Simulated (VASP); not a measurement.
# Co2B2H (I4/mmm) in VASP: single point with r2SCAN

Aim: the single point of Co2B2H with r2SCAN.

All numbers are computed with VASP 6.6.1; they aren't measurements. Logs are shortened: lines on timing, memory, paths and dates and some standing lists are left out, and cuts for length are marked.

**1. The cell of the first run**

The structure is tetragonal, space group I4/mmm (No. 139). Conventional cell: a = 3.152 Å, b = 3.152 Å, c = 8.570 Å, α = 90.00°, β = 90.00°, γ = 90.00°. B (site symmetry 4mm) has 4 Co at 1.91 Å and 1 B at 2.14 Å and 4 H at 2.47 Å within 2.5 Å. Within 2.5 Å of Co (site symmetry -4m2) lie 4 B at 1.91 Å and 4 Co at 2.23 Å. Within 3.3 Å of H (site symmetry 4/mmm) lie 10 B at 2.47 to 3.21 Å and 8 Co at 2.66 Å and 4 H at 3.15 Å.

**2. Single point, r2SCAN**

POSCAR reads:

```
Co2B2H
1.0
    0.0000000000      3.1524870000      0.0000000000
    3.1524870000      0.0000000000      0.0000000000
    1.5762440000      1.5762440000     -4.2849670000
B Co H
2 2 1
Direct
    0.3750000000      0.3750000000      0.2500000000
    0.6250000000      0.6250000000      0.7500000000
    0.7500000000      0.2500000000      0.5000000000
    0.2500000000      0.7500000000      0.5000000000
    0.0000000000      0.0000000000      0.0000000000
```

INCAR.step1 reads:

```
PREC = Accurate
ENCUT = 520
ISMEAR = -1
SIGMA = 0.0817
LREAL = False
LASPH = True
NELM = 100
NBANDS = 20
GGA = PE
ALGO = Normal
EDIFF = 1E-4
LWAVE = True
LCHARG = False
```

INCAR.step2 reads:

```
PREC = Accurate
ENCUT = 520
EDIFF = 1E-6
ISMEAR = -1
SIGMA = 0.0817
LREAL = False
LASPH = True
NELM = 100
ALGO = Normal
ISIF = 2
LWAVE = False
LCHARG = True
METAGGA = R2SCAN
LMIXTAU = True
LELF = True
LVHAR = True
NBANDS = 20
ISTART = 1
```

KPOINTS reads:

```
regular mesh
0
Gamma
  11 11 11
```

Potentials or basis: VASP PAW PBE potentials, release 64 (B, Co, H).

On the command line:

```bash
$ cat potpaw_PBE.64/B/POTCAR potpaw_PBE.64/Co/POTCAR potpaw_PBE.64/H/POTCAR > POTCAR
$ cp INCAR.step1 INCAR
$ mpirun -np 1 vasp_std > vasp.out
$ cp INCAR.step2 INCAR
$ mpirun -np 1 vasp_std > vasp.out
```

OUTCAR:

```text
PREC = Accurate
   ENCUT = 520
   EDIFF = 1E-6
   ISMEAR = -1
   LREAL = False
   LASPH = True
   NELM = 100
   ISIF = 2
   METAGGA = R2SCAN
   ISTART = 1

 ion  position               nearest neighbor table
   1  0.375  0.375  0.250-   4 1.91   3 1.91   3 1.91   4 1.91   2 2.14
   2  0.625  0.625  0.750-   4 1.91   3 1.91   3 1.91   4 1.91   1 2.14
   3  0.750  0.250  0.500-   1 1.91   2 1.91   2 1.91   1 1.91   4 2.23   4 2.23   4 2.23   4 2.23

   4  0.250  0.750  0.500-   1 1.91   2 1.91   2 1.91   1 1.91   3 2.23   3 2.23   3 2.23   3 2.23

   5  0.000  0.000  0.000-

  LATTYP: Found a body centered tetragonal cell.
 ALAT       =     3.1524870000
 C/A-ratio  =     2.7184676733

  Lattice vectors:

 A1 = (  -1.5762440000,   1.5762430000,   4.2849670000)
 A2 = (   1.5762430000,  -1.5762440000,   4.2849670000)
 A3 = (   1.5762440000,   1.5762440000,  -4.2849670000)

Analysis of symmetry for initial positions (statically):
=====================================================================
 Subroutine PRICEL returns:
 Original cell was already a primitive cell.

 Routine SETGRP: Setting up the symmetry group for a
 body centered tetragonal supercell.

 Subroutine GETGRP returns: Found 16 space group operations
 (whereof 16 operations were pure point group operations)
 out of a pool of 16 trial point group operations.

The static configuration has the point symmetry D_4h.

Analysis of symmetry for dynamics (positions and initial velocities):
=====================================================================
 Subroutine PRICEL returns:
 Original cell was already a primitive cell.

 Routine SETGRP: Setting up the symmetry group for a
 body centered tetragonal supercell.

 Subroutine GETGRP returns: Found 16 space group operations
 (whereof 16 operations were pure point group operations)
 out of a pool of 16 trial point group operations.

The dynamic configuration has the point symmetry D_4h.

 Subroutine INISYM returns: Found 16 space group operations
 (whereof 16 operations are pure point group operations),
 and found     1 'primitive' translations

----------------------------------------------------------------------------------------

                                     Primitive cell

  volume of cell :      42.5847

  direct lattice vectors                    reciprocal lattice vectors
     0.000000000  3.152487000  0.000000000     0.000000000  0.317209873  0.116687050
     3.152487000  0.000000000  0.000000000     0.317209873  0.000000000  0.116687050
     1.576244000  1.576244000 -4.284967000     0.000000000  0.000000000 -0.233374026

  length of vectors
     3.152487000  3.152487000  4.830117233     0.337991081  0.337991081  0.233374026

  position of ions in fractional coordinates (direct lattice)
     0.375000000  0.375000000  0.250000000
     0.625000000  0.625000000  0.750000000
     0.750000000  0.250000000  0.500000000
     0.250000000  0.750000000  0.500000000
     0.000000000  0.000000000  0.000000000

  ion indices of the primitive-cell ions
   primitive index   ion index
                 1           1
                 2           2
                 3           3
                 4           4
                 5           5

----------------------------------------------------------------------------------------

 KPOINTS: regular mesh

Automatic generation of k-mesh.
 Grid dimensions read from file:
 generate k-points for:   11   11   11

 Generating k-lattice:

  Cartesian coordinates                     Fractional coordinates (reciprocal lattice)
     0.000000000  0.028837261  0.010607914     0.090909091  0.000000000  0.000000000
     0.028837261  0.000000000  0.010607914     0.000000000  0.090909091  0.000000000
     0.000000000  0.000000000 -0.021215821     0.000000000  0.000000000  0.090909091

  Length of vectors
     0.030726462  0.030726462  0.021215821

  Shift w.r.t. Gamma in fractional coordinates (k-lattice)
     0.000000000  0.000000000  0.000000000

 Subroutine IBZKPT returns following result:
 ===========================================

 Found    126 irreducible k-points:

 Following reciprocal coordinates:
            Coordinates               Weight
  0.000000  0.000000  0.000000      1.000000
  0.090909  0.000000  0.000000      8.000000
  0.181818  0.000000  0.000000      8.000000
  0.272727  0.000000  0.000000      8.000000
  0.363636  0.000000  0.000000      8.000000
  0.454545  0.000000  0.000000      8.000000
[... 16 lines left out ...]
 -0.272727  0.181818 -0.000000     16.000000
 -0.181818  0.181818  0.000000      4.000000
 [... further k-points ...]
   k-points           NKPTS =    126   k-points in BZ     NKDIM =    126   number of bands    NBANDS=     20
   number of dos      NEDOS =    301   number of ions     NIONS =      5
   total plane-waves  NPLWV =  20736
   dimension x,y,z NGX =    24 NGY =   24 NGZ =   36
   dimension x,y,z NGXF=    48 NGYF=   48 NGZF=   72
   ions per type =               2   2   1
   NGX,Y,Z   is equivalent  to a cutoff of  12.66, 12.66, 12.39 a.u.
   NGXF,Y,Z  is equivalent  to a cutoff of  25.31, 25.31, 24.78 a.u.
 SYSTEM =  unknown system
   PREC   = accura    normal or accurate (medium, high low for compatibility)
   ISTART =      1    job   : 0-new  1-cont  2-samecut
   ICHARG =      0    charge: 1-file 2-atom 10-const
   ISPIN  =      1    spin polarized calculation?
   LNONCOLLINEAR =      F non collinear calculations
   LSORBIT =      F    spin-orbit coupling
   LASPH  =      T    aspherical Exc in radial PAW
   ENCUT  =  520.0 eV  38.22 Ry    6.18 a.u.   5.86  5.86  8.98*2*pi/ulx,y,z
   NELM   =    100;   NELMIN=  2; NELMDL=  0     # of ELM steps
   EDIFF  = 0.1E-05   stopping-criterion for ELM
   LREAL  =      F    real-space projection
   EDIFFG = 0.1E-04   stopping-criterion for IOM
   NSW    =      0    number of steps for IOM
   IBRION =     -1    ionic relax: 0-MD 1-quasi-New 2-CG
   NFREE  =      0    steps in history (QN), initial steepest desc. (CG)
   ISIF   =      2    stress and relaxation
   ISYM   =      2    0-nonsym 1-usesym 2-fastsym
   POTIM  = 0.5000    time-step for ionic-motion
   TEBEG  =    0.0;   TEEND  =   0.0 temperature during run
   PSTRESS=    0.0 pullay stress
   NELECT =      25.0000    total number of electrons
   NUPDOWN=      -1.0000    fix difference up-down
   EMIN   =  10.00;   EMAX   =-10.00  energy-range for DOS
   EFERMI =   0.00;   METHOD = LEGACY
   ISMEAR =    -1;   SIGMA  =   0.08  broadening in eV -4-tet -1-fermi 0-gaus
   EFERMI_NEDOS =   21; number of points for ismear=-14 and -15
   IALGO  =     38    algorithm
   IMIX   =      4    mixing-type and parameters
     AMIX     =   0.40;   BMIX     =  1.00
     AMIX_MAG =   1.60;   BMIX_MAG =  1.00
  volume/ion in A,a.u.               =       8.52        57.48
  Fermi-wavevector in a.u.,A,eV,Ry     =   1.370788  2.590413 25.566141  1.879058
  Thomas-Fermi vector in A             =   2.496542
   LORBIT       =      0    0 simple, 1 ext, 2 COOP (PROOUT), +10 PAW based schemes
   METAGGA = R2SCAN    functional components
   LHFCALC =     F    Hartree Fock is set to
   AEXX    =    0.0000 exact exchange contribution
   IVDW    =     0    specifies the selected vdW correction
   LEPSILON=     F    determine dielectric tensor
   LRPA    =     F    only Hartree local field effects (RPA)
 non-spin polarized calculation
  energy-cutoff  :      520.00
  volume of cell :       42.58
 maximum number of plane-waves:      1164
   NGX = 11   NGY = 11   NGZ = 17

 number of electron      24.9999992 magnetization

 Free energy of the ion-electron system (eV)
  ---------------------------------------------------
  ext. energy  EPLUGINS =         0.00000000
  ---------------------------------------------------
  free energy    TOTEN  =       -39.88712814 eV

  energy without entropy =      -39.82892319  energy(sigma->0) =      -39.85802566

 E-fermi :   6.7069     XC(G=0): -12.8834

 val. band max:        6.6904792529   @ k =  -0.0909  -0.1818   0.1818
 cond. band min:       6.7381070977   @ k =  -0.1818   0.0000   0.3636
 fundamental gap:      0.0476278448
 Fermi energy:         6.7069326762

 k-point     1 :       0.0000    0.0000    0.0000
  band No.  band energies     occupation
      1      -5.2034      2.00000
      2      -1.0496      2.00000
      3       0.3397      2.00000
      4       2.4834      2.00000
      5       2.5267      2.00000
      6       2.5267      2.00000
[... 12 lines left out ...]
     19      16.6830      0.00000
     20      17.6021      0.00000

 k-point     2 :       0.0909    0.0000    0.0000
  band No.  band energies     occupation
      1      -5.0662      2.00000
      2      -1.0140      2.00000
      3       0.4259      2.00000
      4       2.4130      2.00000
      5       2.4513      2.00000
      6       2.7223      2.00000
[... 12 lines left out ...]
     19      16.6948      0.00000
     20      18.1267      0.00000

 k-point     3 :       0.1818    0.0000    0.0000
  band No.  band energies     occupation
      1      -4.6614      2.00000
      2      -0.9251      2.00000
      3       0.6645      2.00000
      4       2.2466      2.00000
      5       2.4510      2.00000
      6       3.0541      2.00000
[... 12 lines left out ...]
     19      16.5736      0.00000
     20      18.9240      0.00000

 k-point     4 :       0.2727    0.0000    0.0000
  band No.  band energies     occupation
      1      -4.0129      2.00000
      2      -0.8374      2.00000
      3       0.9454      2.00000
      4       2.0057      2.00000
      5       2.6130      2.00000
      6       3.4879      2.00000
[... 429 lines left out ...]
 k-point    23 :      -0.2727    0.1818   -0.0000
  band No.  band energies     occupation
      1      -3.6770      2.00000
      2      -0.4866      2.00000
      3       1.2362      2.00000
      4       1.8382      2.00000
      5       3.1244      2.00000
      6       3.5109      2.00000
[... 12 lines left out ...]
     19      16.1724      0.00000
     20      20.6335      0.00000

 k-point    24 :      -0.1818    0.1818    0.0000
  band No.  band energies     occupation
      1      -4.2509      2.00000
      2      -0.6430      2.00000
      3       1.0987      2.00000
      4       1.8222      2.00000
      5       3.0170      2.00000
      6       3.1206      2.00000
[... 12 lines left out ...]
     19      16.5120      0.00000
     20      20.4161      0.00000

 [... further k-points ...]

------------------------ aborting loop because EDIFF is reached ----------------------------------------

  FORCE on cell =-STRESS in cart. coord.  units (eV):
  Direction    XX          YY          ZZ          XY          YZ          ZX
  --------------------------------------------------------------------------------------
  -------------------------------------------------------------------------------------
  Total       10.6147075     10.6147075     -4.1334439     -0.0000000      0.0000005      0.0000005
  in kB      399.3599638    399.3599638   -155.5136591     -0.0000000      0.0000181      0.0000181
  external PRESSURE =     214.4020895 kB  Pullay stress =       0.0000000 kB

 VOLUME and BASIS-vectors are now :
 -----------------------------------------------------------------------------
  energy-cutoff  :      520.00
  volume of cell :       42.58
      direct lattice vectors                 reciprocal lattice vectors
     0.000000000  3.152487000  0.000000000     0.000000000  0.317209873  0.116687050
     3.152487000  0.000000000  0.000000000     0.317209873  0.000000000  0.116687050
     1.576244000  1.576244000 -4.284967000     0.000000000  0.000000000 -0.233374026

 POSITION                                       TOTAL-FORCE (eV/Angst)
 -----------------------------------------------------------------------------------
      1.57624      1.57624     -1.07124        -0.000000     -0.000000      2.869440
      3.15249      3.15249     -3.21373         0.000000      0.000000     -2.869440
      1.57624      3.15249     -2.14248         0.000000      0.000000     -0.000000
      3.15249      1.57624     -2.14248         0.000000     -0.000000      0.000000
      0.00000      0.00000      0.00000        -0.000000     -0.000000      0.000000
 -----------------------------------------------------------------------------------
    total drift:                                0.000000      0.000000     -0.000000

  FREE ENERGIE OF THE ION-ELECTRON SYSTEM (eV)
  ---------------------------------------------------
  free  energy   TOTEN  =       -39.8871281351 eV

  energy  without entropy=      -39.8289231923  energy(sigma->0) =      -39.85802566
```

Run time: 5.5 min. Hardware: 1 thread of AMD EPYC 7R13 (Zen 3), shared host; peak memory 0.21 GiB.

Results:

| Property | Result |
| --- | --- |
| Free energy | -39.8871 eV |
| Pressure | 21.4 GPa |
| Largest force | 2.869 eV/Å |
| Band gap on the k mesh | zero (an odd number of electrons rules out a gap without spin polarisation) |

Forces on the atoms (eV/Å):
```
B    0.000  0.000  2.869
B    0.000  0.000 -2.869
Co   0.000  0.000  0.000
Co   0.000  0.000  0.000
H    0.000  0.000  0.000
```

Stress tensor (GPa, compression positive):
```
 39.94   0.00   0.00
  0.00  39.94   0.00
  0.00   0.00 -15.55
```

Caveat: the stress differs along the axes, from -16 to 40 GPa; the PAW data sets were made with another functional, which shifts forces and pressure a little; the run has no spin polarisation, though such a crystal can be magnetic. Spin polarisation is off, so any magnetic state and its effect on volume and gap are missing.

The gap in the log of VASP goes by the Fermi energy; the results here count the filled bands.